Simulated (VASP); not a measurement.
The system is TiO2.

```
Ti O
1.0
     4.41298    0.00000    0.00000
     0.00000    4.41298    0.00000
     0.00000    0.00000    3.04408
Ti O
2 4
Direct
  0.00000 0.00000 0.00000
  0.50000 0.50000 0.50000
  0.30426 0.30426 0.00000
  0.19574 0.80426 0.50000
  0.80426 0.19574 0.50000
  0.69574 0.69574 0.00000
```

This cell differs from its parent crystal: epitaxial xy strain -4.0%.

Base run:

| Property | Result |
| --- | --- |
| Program | VASP 6.6.1 |
| Functional | r2SCAN |
| Potentials or basis | VASP PAW PBE potentials, release 64 (Ti_sv, O) |
| Cutoff | 520 eV |
| k mesh | 6 × 6 × 8 |
| Occupations | gaussian, width 0.01 eV |
| Spin | no spin polarisation |

Its results: band gap on the k mesh 2.32 eV, direct; pressure 13.0 GPa.

Question: The run is repeated on the same cell with these changes: functional from r2SCAN to PBE; occupations from gaussian, width 0.01 eV to fermi-dirac, width 0.02 eV. What comes out?

Answer: Band gap on the k mesh 1.93 eV, direct; pressure 17.5 GPa.

Caveats: the PAW data sets were made with another functional, which shifts forces and pressure a little (some runs).

A k mesh can miss the band edges.
